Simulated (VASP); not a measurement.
Cu:

```xyz
4
Lattice="2.5308 0.0000 0.0000 -1.2654 2.1917 0.0000 0.0000 0.0000 8.2618" Properties=species:S:1:pos:R:3 pbc="T T T"
Cu    0.0000    0.0000    0.0000
Cu    0.0000    1.4611    2.0655
Cu    0.0000    0.0000    4.1309
Cu    1.2654    0.7306    6.1964
```

Base run:

* Program: VASP 6.6.1
* Functional: PBEsol
* Potentials or basis: VASP PAW PBE potentials, release 64 (Cu)
* Cutoff: 520 eV
* k mesh: 12 × 12 × 4
* Occupations: methfessel-paxton, width 0.05 eV
* Spin: no spin polarisation

Its results: band gap on the k mesh zero (band 22 reaches 11.17 eV, above the bottom of band 23 at 5.96 eV); pressure -1.2 GPa.

Q: After a change of settings the same cell gave: band gap on the k mesh zero (band 22 reaches 11.01 eV, above the bottom of band 23 at 6.07 eV); pressure -1.9 GPa. Which change was it?
A. k mesh from 12 × 12 × 4 to 3 × 3 × 1
B. k mesh from 12 × 12 × 4 to 6 × 6 × 2
C. k mesh from 12 × 12 × 4 to 10 × 10 × 3

A: A.

Caveats: some runs use coarse meshes; the PAW data sets were made with another functional, which shifts forces and pressure a little.
